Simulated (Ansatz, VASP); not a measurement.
**One calculation of AlRu, two programs**

```
CELL_PARAMETERS angstrom
-2.97641 0.00000 -2.97641
0.00000 -2.97641 -2.97641
-2.97641 -2.97641 0.00000
ATOMIC_POSITIONS crystal
Al 0.97480 0.02520 0.02520
Al 0.52520 0.47480 0.47480
Ru 0.25000 0.25000 0.25000
Ru 0.75000 0.75000 0.75000
```

Change from the starting cell: mode 10 (344.1 1/cm) frozen in, largest displacement +0.150 Å.

Alike in both runs: task single point; functional PBEsol; k mesh 18 × 18 × 18; occupations gaussian, width 0.15 eV; no spin polarisation.

|  | VASP | Ansatz |
| --- | --- | --- |
| version | VASP 6.6.1 | Ansatz 0.2.0 |
| potentials or method | VASP PAW PBE potentials, release 64 (Al, Ru_pv), cutoff 520 eV | scalar-relativistic, plane waves, PAW |
| valence electrons in the cell | 34 | 38 |

|  | VASP | Ansatz | Ansatz less VASP |
| --- | --- | --- | --- |
| gap on the k mesh at the Fermi level (eV) | none | none | - |
| pressure (GPa) | 2.3 | 2.2 | -0.09 |
| traceless stress, the component that is largest in VASP (GPa) | 0.50 | 0.50 | -0.002 |
| rms of the force components (eV/Å) | 0.770 | 0.767 | -0.0030 |

VASP's potentials were made for PBE, not for PBEsol. Atom by atom the forces differ by 0.003 eV/Å (rms over components). A gap of «none» marks a metal or a gap that the smearing closes. VASP's potentials hold 34 valence electrons a cell and Ansatz's 38, so a difference there can come from the potentials and not from the codes.
